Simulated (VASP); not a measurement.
Ga, 3 atoms in the cell. It takes space group P-6m2 (No. 187, hexagonal). Conventional cell: a = 2.916 Å, b = 2.916 Å, c = 7.823 Å, α = 90.00°, β = 90.00°, γ = 120.00°. Ga (site symmetry 3m) has 10 Ga at 2.76 to 3.04 Å within 3.6 Å. Ga (site symmetry -6m2) has 12 Ga at 2.92 to 3.04 Å within 3.8 Å. The cell was generated, and may not be a known phase.

```yaml
Program: VASP 6.6.1
Task: relaxation of cell and atoms
Functional: PBE
Potentials_or_basis: VASP PAW PBE potentials, release 64 (Ga_d)
Cutoff: 600 eV
k_mesh: 18 × 18 × 6
Occupations: gaussian, width 0.1 eV
Spin: no spin polarisation
Dipole_correction: no
Further_INCAR_settings: ALGO = Fast; EDIFF = 1e-06; IBRION = 2; EDIFFG = -0.01; NSW = 100; ISIF = 3
```

Potentials or basis: VASP PAW PBE potentials, release 64 (Ga_d).

Run with:

```bash
$ cat potpaw_PBE.64/Ga_d/POTCAR > POTCAR
$ mpirun -np 1 vasp_std > vasp.out
```

Hardware: 1 thread of Intel(R) Xeon(R) Platinum 8275CL CPU @ 3.00GHz (Skylake/Cascade Lake), on a shared host.

Estimate the wall time of this run.

Run time: 4.1 min on 1 thread of Intel(R) Xeon(R) Platinum 8275CL CPU @ 3.00GHz (Skylake/Cascade Lake) (shared host), peak memory 0.32 GiB. Counts: scf iterations 18, k points 148, ion steps 2.
